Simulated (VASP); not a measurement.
Runs of VASP 6.6.1 on Cd. The structure is that of space group Im-3m (No. 229), or close to it. The cells are those of the table. 

```tsv
task	cell	k mesh	cutoff (eV)	gap on the mesh (eV)	pressure (GPa)
single point	a = 3.037 Å, angles 109.5°, 1 atom	14 × 14 × 14	520	none	(b)
single point	a = 3.291 Å, angles 109.5°, 1 atom	14 × 14 × 14	520	none	-2.0
single point	a = 3.126 Å, angles 109.5°, 1 atom	14 × 14 × 14	520	none	1.7
relaxation of cell and atoms	relaxed from a = 3.038 Å, angles 109.5°, 1 atom	13 × 13 × 13	600	none	0.0
single point	a = 3.082 Å, angles 109.5°, 1 atom	14 × 14 × 14	520	none	(a)
single point	a = 3.210 Å, angles 109.5°, 1 atom	14 × 14 × 14	520	none	-0.7
single point	a = 3.169 Å, angles 109.5°, 1 atom	20 × 20 × 20	520	none	0.3
single point	a = 3.251 Å, angles 109.5°, 1 atom	14 × 14 × 14	520	none	-1.4
single point	a = 3.169 Å, angles 109.5°, 1 atom	13 × 13 × 13	520	none	0.1
single point	a = 3.169 Å, angles 109.5°, 1 atom	14 × 14 × 14	520	none	0.3
```

Alike in all rows: level revPBE; potentials or basis VASP PAW PBE potentials, release 64 (Cd); no spin polarisation; smearing fermi-dirac 0.1 eV.

Estimate the missing entries.

(a) 3.6; (b) 6.0.

Caveats: the PAW data sets were made with another functional, which shifts forces and pressure a little.

A k mesh can miss the band edges, and the runs leave out spin-orbit coupling on Cd.

A gap of «none» marks levels without a gap at the run's occupations.
